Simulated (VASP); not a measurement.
Set up this calculation in VASP 6.6.1, as the native input.

```
Task                   : single point
Functional             : PBE
Potentials or basis    : VASP PAW PBE potentials, release 64 (Ga_d, P, I)
Cutoff                 : 520 eV
k mesh                 : 6 × 6 × 10
Occupations            : gaussian, width 0.1 eV
Spin                   : no spin polarisation
Dipole correction      : no
Further INCAR settings : ALGO = Normal; EDIFF = 1e-07; NBANDS = 35
```

The structure of Ga2PI3 lies in POSCAR:

```
Ga2PI3
1.0
    8.4004974212      0.0000000000      0.0000000000
   -4.2002487106      7.2750441712      0.0000000000
    0.0000000000      0.0000000000      3.7358776231
Ga P I
2 1 3
Direct
    0.3333333333      0.6666666667      0.0000000000
    0.6666666667      0.3333333333      0.0000000000
    0.0000000000      0.0000000000      0.0000000000
    0.5000000000      0.0000000000      0.5000000000
    0.5000000000      0.5000000000      0.5000000000
    0.0000000000      0.5000000000      0.5000000000
```

The cell was built from a structure type or drawn by symmetry, and may not be a known phase.

The input as run:

INCAR

```
SYSTEM = Ga2PI3
PREC = Accurate ; ENCUT = 520
EDIFF = 1E-7 ; ISMEAR = 0
SIGMA = 0.1 ; LREAL = .False.
LASPH = .True. ; NELM = 80
ALGO = Normal ; ISIF = 2
LWAVE = .False. ; LCHARG = .False.
GGA = PE ; NBANDS = 35
```

KPOINTS

```
Automatic mesh
0
Gamma
  6 6 10
  0 0 0
```

Potentials or basis: VASP PAW PBE potentials, release 64 (Ga_d, P, I).

Launch:

```console
$ cat potpaw_PBE.64/Ga_d/POTCAR potpaw_PBE.64/P/POTCAR potpaw_PBE.64/I/POTCAR > POTCAR
$ mpirun -np 1 vasp_std > vasp.out
```

Results of the run:

| Quantity | Value |
| --- | --- |
| Pressure | 0.0 GPa |
| Band gap on the k mesh | zero (bands 26 and 27 overlap by 0.48 eV) |

Caveat: spin-orbit coupling is left out, which moves the levels of the heavy elements.

Wall time 15 min on 1 thread of Oxide Virtual Turin-like Processor (shared host), peak memory 0.49 GiB.
